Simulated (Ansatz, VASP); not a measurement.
One calculation of SnTe, two programs

```xyz
2
Lattice="0.0000 3.1509 3.1509 3.1509 0.0000 3.1509 3.1509 3.1509 0.0000" Properties=species:S:1:pos:R:3 pbc="T T T"
Te    3.1509    3.1509    3.1509
Sn    0.0000    0.0000    0.0000
```

Alike in both runs: task relaxation of cell and atoms; functional BLYP; dispersion D4; k mesh 7 × 7 × 7; occupations fermi-dirac, width 0.05 eV; no spin polarisation.

```csv
,VASP,Ansatz
version,VASP 6.6.1,Ansatz 0.2.0
potentials or method,"VASP PAW PBE potentials, release 64 (Te, Sn_d)",Ansatz PAW
plane-wave cutoff (eV),600,420
valence electrons in the cell,20,30
```

```tsv
	VASP	Ansatz	Ansatz less VASP
relaxed volume (Å³/atom)	32.71	32.57	-0.136
relaxed cell length with the largest relative difference (Å)	4.523	4.517	-0.0063
```

VASP's potentials were made for PBE, not for BLYP. VASP's potentials hold 20 valence electrons a cell and Ansatz's 30, so a difference there can come from the potentials and not from the codes.

Spin-orbit coupling is off throughout. Noted on Ansatz's run: the plane-wave basis is chosen anew once the cell has moved, so the energies of steps on either side of that aren't comparable.
